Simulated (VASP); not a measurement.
# Mg3CdS4 (P-4m2) in VASP: settings compared

Mg3CdS4 is run at these levels: PBE, r2SCAN; tasks: relaxation of cell and atoms, single point.

Program: VASP 6.6.1. These are calculated values, not measurements. Logs are shortened: lines on timing, memory, paths and dates and some standing lists are left out, and cuts for length are marked.

## 1. The cell of the first run

Symmetry: P-4m2, No. 115, tetragonal system. The conventional cell has a = 3.913 Å, b = 3.913 Å, c = 11.067 Å, α = 90.00°, β = 90.00°, γ = 90.00°. Mg (site symmetry 2mm) has 4 S at 2.40 Å within 3.2 Å. Mg (site symmetry -4m2) has 4 S at 2.40 Å within 3.2 Å. Within 3.2 Å of Cd (site symmetry -4m2) lie 4 S at 2.40 Å. Within 3.2 Å of S (site symmetry 2mm) lie 2 Mg at 2.40 Å and 2 Cd at 2.40 Å. S (site symmetry 2mm) has 4 Mg at 2.40 Å within 3.2 Å.

## 2. Relaxation of cell and atoms, PBE

INCAR

```
ALGO     = Normal         # electronic algorithm
EDIFF    = 1E-7           # SCF threshold, eV
EDIFFG   = -0.04          # ionic threshold
ENCUT    = 600            # plane-wave cutoff, eV
GGA      = PE             # functional
GGA_COMPAT= F            
IBRION   = 2              # ionic algorithm
ISIF     = 3              # what is computed and relaxed
ISMEAR   = 0              # smearing method
LASPH    = T              # aspherical terms in the spheres
LCHARG   = F              # write CHGCAR
LREAL    = F              # projectors in reciprocal space
LWAVE    = F              # write WAVECAR
NELM     = 120            # most SCF steps
NELMIN   = 4            
NSW      = 90             # ionic steps
PREC     = Accurate       # precision mode
SIGMA    = 0.1            # smearing width, eV
```

KPOINTS

```
k-points
0
Gamma
  4 4 2
```

POSCAR

```
Mg3CdS4
1.0
    3.9127152900      0.0000000000      0.0000000000
    0.0000000000      3.9127152900      0.0000000000
    0.0000000000      0.0000000000     11.0668300600
Mg Cd S
3 1 4
Direct
    0.0000000000      0.0000000000      0.7500000000
    0.0000000000      0.0000000000      0.2500000000
    0.5000000000      0.5000000000      0.5000000000
    0.5000000000      0.5000000000      0.0000000000
    0.5000000000      0.0000000000      0.1250000000
    0.0000000000      0.5000000000      0.3750000000
    0.5000000000      0.0000000000      0.6250000000
    0.0000000000      0.5000000000      0.8750000000
```

Potentials or basis: VASP PAW PBE potentials, release 64 (Mg, Cd, S).

The run is started by

```console
$ cat potpaw_PBE.64/Mg/POTCAR potpaw_PBE.64/Cd/POTCAR potpaw_PBE.64/S/POTCAR > POTCAR
$ mpirun -np 1 vasp_std > vasp.out
```

OUTCAR:

```text
EDIFF = 1E-7
   EDIFFG = -0.04
   ENCUT = 600
   GGA = PE
   IBRION = 2
   ISIF = 3
   ISMEAR = 0
   LASPH = T
   LREAL = F
   NELM = 120
   NELMIN = 4
   NSW = 90
   PREC = Accurate

 ion  position               nearest neighbor table
   1  0.000  0.000  0.750-   7 2.40   8 2.40   8 2.40   7 2.40
   2  0.000  0.000  0.250-   5 2.40   6 2.40   6 2.40   5 2.40
   3  0.500  0.500  0.500-   6 2.40   7 2.40   7 2.40   6 2.40
   4  0.500  0.500  0.000-   5 2.40   8 2.40   5 2.40   8 2.40
   5  0.500  0.000  0.125-   2 2.40   4 2.40   4 2.40   2 2.40
   6  0.000  0.500  0.375-   2 2.40   3 2.40   2 2.40   3 2.40
   7  0.500  0.000  0.625-   1 2.40   3 2.40   3 2.40   1 2.40
   8  0.000  0.500  0.875-   1 2.40   4 2.40   1 2.40   4 2.40

  LATTYP: Found a simple tetragonal cell.
 ALAT       =     3.9127152900
 C/A-ratio  =     2.8284271253

  Lattice vectors:

 A1 = (   3.9127152900,   0.0000000000,   0.0000000000)
 A2 = (   0.0000000000,   3.9127152900,   0.0000000000)
 A3 = (   0.0000000000,   0.0000000000,  11.0668300600)

Analysis of symmetry for initial positions (statically):
=====================================================================
 Subroutine PRICEL returns:
 Original cell was already a primitive cell.

 Routine SETGRP: Setting up the symmetry group for a
 simple tetragonal supercell.

 Subroutine GETGRP returns: Found  8 space group operations
 (whereof  8 operations were pure point group operations)
 out of a pool of 16 trial point group operations.

The static configuration has the point symmetry D_2d.

Analysis of symmetry for dynamics (positions and initial velocities):
=====================================================================
 Subroutine PRICEL returns:
 Original cell was already a primitive cell.

 Routine SETGRP: Setting up the symmetry group for a
 simple tetragonal supercell.

 Subroutine GETGRP returns: Found  8 space group operations
 (whereof  8 operations were pure point group operations)
 out of a pool of 16 trial point group operations.

The dynamic configuration has the point symmetry D_2d.

 Subroutine INISYM returns: Found  8 space group operations
 (whereof  8 operations are pure point group operations),
 and found     1 'primitive' translations

----------------------------------------------------------------------------------------

                                     Primitive cell

  volume of cell :     169.4259

[... 76 lines left out ...]
   NGXF,Y,Z  is equivalent  to a cutoff of  27.19, 27.19, 27.04 a.u.
 SYSTEM =  unknown system
   PREC   = accura    normal or accurate (medium, high low for compatibility)
   ISTART =      0    job   : 0-new  1-cont  2-samecut
   ICHARG =      2    charge: 1-file 2-atom 10-const
   ISPIN  =      1    spin polarized calculation?
   LNONCOLLINEAR =      F non collinear calculations
   LSORBIT =      F    spin-orbit coupling
   LASPH  =      T    aspherical Exc in radial PAW
   ENCUT  =  600.0 eV  44.10 Ry    6.64 a.u.   7.81  7.81 22.10*2*pi/ulx,y,z
   NELM   =    120;   NELMIN=  4; NELMDL= -5     # of ELM steps
   EDIFF  = 0.1E-06   stopping-criterion for ELM
   LREAL  =      F    real-space projection
   EDIFFG = -.4E-01   stopping-criterion for IOM
   NSW    =     90    number of steps for IOM
   IBRION =      2    ionic relax: 0-MD 1-quasi-New 2-CG
   NFREE  =      1    steps in history (QN), initial steepest desc. (CG)
   ISIF   =      3    stress and relaxation
   ISYM   =      2    0-nonsym 1-usesym 2-fastsym
   POTIM  = 0.5000    time-step for ionic-motion
   TEBEG  =    0.0;   TEEND  =   0.0 temperature during run
   PSTRESS=    0.0 pullay stress
   NELECT =      42.0000    total number of electrons
   NUPDOWN=      -1.0000    fix difference up-down
   EMIN   =  10.00;   EMAX   =-10.00  energy-range for DOS
   EFERMI =   0.00;   METHOD = LEGACY
   ISMEAR =     0;   SIGMA  =   0.10  broadening in eV -4-tet -1-fermi 0-gaus
   EFERMI_NEDOS =   21; number of points for ismear=-14 and -15
   IALGO  =     38    algorithm
   IMIX   =      4    mixing-type and parameters
     AMIX     =   0.40;   BMIX     =  1.00
     AMIX_MAG =   1.60;   BMIX_MAG =  1.00
  volume/ion in A,a.u.               =      21.18       142.92
  Fermi-wavevector in a.u.,A,eV,Ry     =   1.028406  1.943406 14.389784  1.057619
  Thomas-Fermi vector in A             =   2.162401
   LORBIT       =      0    0 simple, 1 ext, 2 COOP (PROOUT), +10 PAW based schemes
   GGA     = PE    functional components
   LHFCALC =     F    Hartree Fock is set to
   AEXX    =    0.0000 exact exchange contribution
   IVDW    =     0    specifies the selected vdW correction
   LEPSILON=     F    determine dielectric tensor
   LRPA    =     F    only Hartree local field effects (RPA)
 conjugate gradient relaxation of ions
 non-spin polarized calculation
 Gauss-broadening in eV      SIGMA  =   0.10
  energy-cutoff  :      600.00
  volume of cell :      169.43
 maximum number of plane-waves:      5704
 NGX is ok and might be reduce to    32
   NGX = 15   NGY = 15   NGZ = 45

--------------------------------------- Ionic step        1  -------------------------------------------

 number of electron      42.0000002 magnetization

 Free energy of the ion-electron system (eV)
  ---------------------------------------------------
  ext. energy  EPLUGINS =         0.00000000
  ---------------------------------------------------
  free energy    TOTEN  =       -30.88980857 eV

  energy without entropy =      -30.88980857  energy(sigma->0) =      -30.88980857

------------------------ aborting loop because EDIFF is reached ----------------------------------------

  FORCE on cell =-STRESS in cart. coord.  units (eV):
  Direction    XX          YY          ZZ          XY          YZ          ZX
  --------------------------------------------------------------------------------------
  -------------------------------------------------------------------------------------
  Total        9.3969721      9.3969721      9.0903588      0.0000000      0.0000000     -0.0000000
  in kB       88.8625525     88.8625525     85.9630606      0.0000000      0.0000000     -0.0000000
  external PRESSURE =      87.8960552 kB  Pullay stress =       0.0000000 kB
[... 323 lines left out ...]
--------------------------------------- Ionic step        9  -------------------------------------------

 number of electron      41.9999980 magnetization

 Free energy of the ion-electron system (eV)
  ---------------------------------------------------
  ext. energy  EPLUGINS =         0.00000000
  ---------------------------------------------------
  free energy    TOTEN  =       -31.52784344 eV

  energy without entropy =      -31.52784344  energy(sigma->0) =      -31.52784344

 E-fermi :   1.5014     XC(G=0):  -8.4949

 val. band max:        1.0621308079   @ k =   0.0000   0.0000   0.0000
 cond. band min:       3.5933966094   @ k =   0.0000   0.0000   0.0000
 fundamental gap:      2.5312658016
 Fermi energy:         1.5013671763

 k-point     1 :       0.0000    0.0000    0.0000
  band No.  band energies     occupation
      1     -10.4953      2.00000
      2     -10.1934      2.00000
      3     -10.0665      2.00000
      4      -9.6555      2.00000
      5      -5.9552      2.00000
      6      -5.9552      2.00000
[... 372 lines left out ...]
  FREE ENERGIE OF THE ION-ELECTRON SYSTEM (eV)
  ---------------------------------------------------
  free  energy   TOTEN  =       -31.5278434444 eV

  energy  without entropy=      -31.5278434444  energy(sigma->0) =      -31.52784344

 reached required accuracy - stopping structural energy minimisation
```

CONTCAR:

```text
Mg3CdS4
   1.00000000000000
     4.0807414307474081   -0.0000000000000000   -0.0000000000000000
     0.0000000000000000    4.0807414307474081   -0.0000000000000000
    -0.0000000000000000    0.0000000000000000   11.4275862954415324
  Mg              Cd              S
     3     1     4
Direct
     0.0000000000000000    0.0000000000000000    0.7439911535851695
     0.0000000000000000    0.0000000000000000    0.2560088464148306
     0.5000000000000000    0.5000000000000000    0.5000000000000000
     0.5000000000000000    0.5000000000000000    0.0000000000000000
     0.5000000000000000    0.0000000000000000    0.1352246397752203
     0.0000000000000000    0.5000000000000000    0.3779293794773390
     0.5000000000000000    0.0000000000000000    0.6220706205226610
     0.0000000000000000    0.5000000000000000    0.8647753602247797

  0.00000000E+00  0.00000000E+00  0.00000000E+00
  0.00000000E+00  0.00000000E+00  0.00000000E+00
  0.00000000E+00  0.00000000E+00  0.00000000E+00
  0.00000000E+00  0.00000000E+00  0.00000000E+00
  0.00000000E+00  0.00000000E+00  0.00000000E+00
  0.00000000E+00  0.00000000E+00  0.00000000E+00
  0.00000000E+00  0.00000000E+00  0.00000000E+00
  0.00000000E+00  0.00000000E+00  0.00000000E+00
```

It took 8.1 min on 1 thread of Intel Xeon 8259CL, shared host; peak memory 0.34 GiB.

What came out:

| Item | Value |
| --- | --- |
| Free energy | -31.5278 eV |
| Relaxed volume | 23.79 Å³/atom |
| Relaxed cell | a = 4.081 Å, b = 4.081 Å, c = 11.428 Å, α = 90.00°, β = 90.00°, γ = 90.00° |
| Space group after relaxing (to 0.1 Å) | P-4m2 (No. 115) |
| Energy gained by relaxing | 79.8 meV/atom |
| Ionic steps | 9 |
| Pressure after relaxing | 0.0 GPa |
| Largest force after relaxing | 0.008 eV/Å |
| Band gap on the k mesh | 2.53 eV |

Forces on the atoms (eV/Å):
```
Mg   0.000  0.000  0.004
Mg   0.000  0.000 -0.004
Mg   0.000  0.000  0.000
Cd   0.000  0.000  0.000
S    0.000  0.000  0.007
S    0.000  0.000  0.008
S    0.000  0.000 -0.008
S    0.000  0.000 -0.007
```

Step by step:
| step | energy change (eV) | largest force (eV/Å) | pressure (GPa) | volume (Å³) |
| --- | --- | --- | --- | --- |
| 1 | 0.0000 | 1.2066 | 8.79 | 169.43 |
| 2 | -0.5446 | 0.2121 | -2.24 | 199.54 |
| 3 | -0.5984 | 0.3715 | -0.19 | 191.64 |
| 4 | -0.5983 | 0.3593 | -0.32 | 192.10 |
| 5 | -0.6126 | 0.2275 | -0.22 | 191.57 |
| 6 | -0.6264 | 0.1897 | 0.06 | 190.32 |
| 7 | -0.6327 | 0.1184 | 0.02 | 190.44 |
| 8 | -0.6362 | 0.1204 | -0.05 | 190.63 |
| 9 | -0.6380 | 0.0083 | 0.04 | 190.30 |

Final structure:
```
Mg Cd S
1.0
     4.08074    0.00000    0.00000
     0.00000    4.08074    0.00000
     0.00000    0.00000   11.42759
Mg Cd S
3 1 4
Cartesian
  0.0000 0.0000 8.5020
  0.0000 0.0000 2.9256
  2.0404 2.0404 5.7138
  2.0404 2.0404 0.0000
  2.0404 0.0000 1.5453
  0.0000 2.0404 4.3188
  2.0404 0.0000 7.1088
  0.0000 2.0404 9.8823
```

## 3. Single point, r2SCAN

This run uses another cell than the first one, of 23.81 Å³/atom.

POSCAR

```
Mg3CdS4
1.0
    4.0769351230      0.0000000000      0.0000000000
    0.0000000000      4.0769351230      0.0000000000
    0.0000000000      0.0000000000     11.4599552383
Mg Cd S
3 1 4
Direct
    0.0000000000      0.0000000000      0.7444175157
    0.0000000000      0.0000000000      0.2555824843
    0.5000000000      0.5000000000      0.5000000000
    0.5000000000      0.5000000000      0.0000000000
    0.5000000000      0.0000000000      0.1345312479
    0.0000000000      0.5000000000      0.3777970514
    0.5000000000      0.0000000000      0.6222029486
    0.0000000000      0.5000000000      0.8654687521
```

INCAR.step1

```
ALGO = Normal
EDIFF = 1E-5
ENCUT = 660
GGA = PE
GGA_COMPAT = F
ISMEAR = 0
LASPH = T
LCHARG = F
LREAL = F
LWAVE = T
NBANDS = 31
NELM = 120
PREC = Accurate
SIGMA = 0.02
```

INCAR.step2

```
ALGO = Normal
EDIFF = 1E-6
ENCUT = 660
GGA_COMPAT = F
ISIF = 2
ISMEAR = 0
ISTART = 1
LASPH = T
LCHARG = T
LELF = T
LMIXTAU = T
LREAL = F
LVHAR = T
LWAVE = F
METAGGA = R2SCAN
NBANDS = 31
NELM = 120
PREC = Accurate
SIGMA = 0.02
```

KPOINTS

```
k-points
0
Gamma
  6 6 2
```

Potentials or basis: VASP PAW PBE potentials, release 64 (Mg, Cd, S).

The run is started by

```console
$ cat potpaw_PBE.64/Mg/POTCAR potpaw_PBE.64/Cd/POTCAR potpaw_PBE.64/S/POTCAR > POTCAR
$ cp INCAR.step1 INCAR
$ mpirun -np 1 vasp_std > vasp.out
$ cp INCAR.step2 INCAR
$ mpirun -np 1 vasp_std > vasp.out
```

OUTCAR:

```text
EDIFF = 1E-6
   ENCUT = 660
   ISIF = 2
   ISMEAR = 0
   ISTART = 1
   LASPH = T
   LREAL = F
   METAGGA = R2SCAN
   NELM = 120
   PREC = Accurate

 ion  position               nearest neighbor table
   1  0.000  0.000  0.744-   8 2.47   8 2.47   7 2.47   7 2.47
   2  0.000  0.000  0.256-   5 2.47   5 2.47   6 2.47   6 2.47
   3  0.500  0.500  0.500-   6 2.47   7 2.47   7 2.47   6 2.47
   4  0.500  0.500  0.000-   5 2.56   8 2.56   5 2.56   8 2.56
   5  0.500  0.000  0.135-   2 2.47   2 2.47   4 2.56   4 2.56
   6  0.000  0.500  0.378-   3 2.47   3 2.47   2 2.47   2 2.47
   7  0.500  0.000  0.622-   3 2.47   3 2.47   1 2.47   1 2.47
[... 887 lines left out ...]
  Total       -1.5643771     -1.5643771     -1.4804280      0.0000000      0.0000000      0.0000000
  in kB      -13.1583522    -13.1583522    -12.4522358      0.0000000      0.0000000      0.0000000
  external PRESSURE =     -12.9229801 kB  Pullay stress =       0.0000000 kB

 VOLUME and BASIS-vectors are now :
 -----------------------------------------------------------------------------
  energy-cutoff  :      660.00
  volume of cell :      190.48
      direct lattice vectors                 reciprocal lattice vectors
     4.076935123  0.000000000  0.000000000     0.245282294  0.000000000  0.000000000
     0.000000000  4.076935123  0.000000000     0.000000000  0.245282294  0.000000000
     0.000000000  0.000000000 11.459955238     0.000000000  0.000000000  0.087260376

 POSITION                                       TOTAL-FORCE (eV/Angst)
 -----------------------------------------------------------------------------------
      0.00000      0.00000      8.53099         0.000000     -0.000000      0.000089
      0.00000      0.00000      2.92896         0.000000     -0.000000     -0.000089
      2.03847      2.03847      5.72998         0.000000     -0.000000      0.000000
      2.03847      2.03847      0.00000        -0.000000      0.000000      0.000000
      2.03847      0.00000      1.54172         0.000000     -0.000000      0.030408
      0.00000      2.03847      4.32954         0.000000     -0.000000     -0.002559
      2.03847      0.00000      7.13042         0.000000     -0.000000      0.002559
      0.00000      2.03847      9.91823         0.000000     -0.000000     -0.030408
 -----------------------------------------------------------------------------------
    total drift:                                0.000000      0.000000     -0.000000

  FREE ENERGIE OF THE ION-ELECTRON SYSTEM (eV)
  ---------------------------------------------------
  free  energy   TOTEN  =       -76.0136762157 eV

  energy  without entropy=      -76.0136762157  energy(sigma->0) =      -76.01367622
```

OUTCAR.step1:

```text
EDIFF = 1E-5
   ENCUT = 660
   GGA = PE
   ISMEAR = 0
[... 919 lines left out ...]
      2.03847      0.00000      1.54172         0.000000     -0.000000      0.046116
      0.00000      2.03847      4.32954         0.000000     -0.000000     -0.000002
      2.03847      0.00000      7.13042         0.000000     -0.000000      0.000002
      0.00000      2.03847      9.91823         0.000000     -0.000000     -0.046116
 -----------------------------------------------------------------------------------
    total drift:                                0.000000      0.000000     -0.000000

  FREE ENERGIE OF THE ION-ELECTRON SYSTEM (eV)
  ---------------------------------------------------
  free  energy   TOTEN  =       -31.5522342284 eV

  energy  without entropy=      -31.5522342284  energy(sigma->0) =      -31.55223423
```

OSZICAR.step1:

```text
N       E                     dE             d eps       ncg     rms          rms(c)
DAV:   1     0.256326858273E+03    0.25633E+03   -0.19976E+04  1240   0.138E+03
DAV:   2    -0.113100700470E+02   -0.26764E+03   -0.25706E+03  1538   0.251E+02
DAV:   3    -0.334296841918E+02   -0.22120E+02   -0.22011E+02  1516   0.716E+01
DAV:   4    -0.337707473293E+02   -0.34106E+00   -0.34079E+00  1547   0.988E+00
DAV:   5    -0.337769227261E+02   -0.61754E-02   -0.61751E-02  1643   0.134E+00    0.998E+00
DAV:   6    -0.316386220602E+02    0.21383E+01   -0.43102E+00  1505   0.130E+01    0.827E+00
DAV:   7    -0.315292663182E+02    0.10936E+00   -0.12168E+00  1554   0.478E+00    0.515E+00
DAV:   8    -0.315512610089E+02   -0.21995E-01   -0.10988E-01  1573   0.251E+00    0.655E-01
DAV:   9    -0.315500163600E+02    0.12446E-02   -0.26979E-02  1580   0.135E+00    0.322E-01
DAV:  10    -0.315513604262E+02   -0.13441E-02   -0.26917E-03  1472   0.303E-01    0.174E-01
DAV:  11    -0.315520889734E+02   -0.72855E-03   -0.70365E-04  1459   0.144E-01    0.953E-02
DAV:  12    -0.315521837469E+02   -0.94773E-04   -0.15071E-04  1577   0.806E-02    0.611E-02
DAV:  13    -0.315522317802E+02   -0.48033E-04   -0.91895E-05  1466   0.431E-02    0.175E-02
DAV:  14    -0.315522342284E+02   -0.24482E-05   -0.93896E-06  1191   0.168E-02
   1 F= -.31552234E+02 E0= -.31552234E+02  d E =-.665327E-19
```

Wall time 10 min (1 thread of Intel Xeon 8259CL, shared host); peak memory 0.48 GiB.

What came out:

```
Free energy            : -76.0137 eV
Pressure               : -1.3 GPa
Largest force          : 0.030 eV/Å
Band gap on the k mesh : 3.08 eV
```

Forces in eV/Å, atoms in the order of the input:
```
Mg   0.000  0.000  0.000
Mg   0.000  0.000  0.000
Mg   0.000  0.000  0.000
Cd   0.000  0.000  0.000
S    0.000  0.000  0.030
S    0.000  0.000 -0.003
S    0.000  0.000  0.003
S    0.000  0.000 -0.030
```

Levels at points of the mesh, in eV from the valence-band top:
| k point | band 19 | band 20 | band 21 | band 22 | band 23 | band 24 |
| --- | --- | --- | --- | --- | --- | --- |
| (0.00, 0.00, 0.00) | -0.14 | 0.00 | 0.00 | 3.08 | 4.16 | 5.17 |
| (0.50, 0.00, 0.00) | -0.58 | -0.46 | -0.19 | 4.39 | 5.27 | 6.32 |
| (0.50, 0.50, 0.00) | -1.31 | -1.31 | -1.30 | 4.10 | 4.10 | 5.02 |
| (0.00, 0.00, 0.50) | -0.54 | -0.07 | -0.07 | 3.66 | 4.36 | 4.46 |
| (0.50, 0.00, 0.50) | -0.72 | -0.68 | -0.19 | 4.61 | 5.75 | 5.88 |
| (0.50, 0.50, 0.50) | -1.48 | -1.45 | -1.45 | 4.71 | 4.71 | 4.91 |

Caveat: the PAW data sets were made with another functional, which shifts forces and pressure a little.
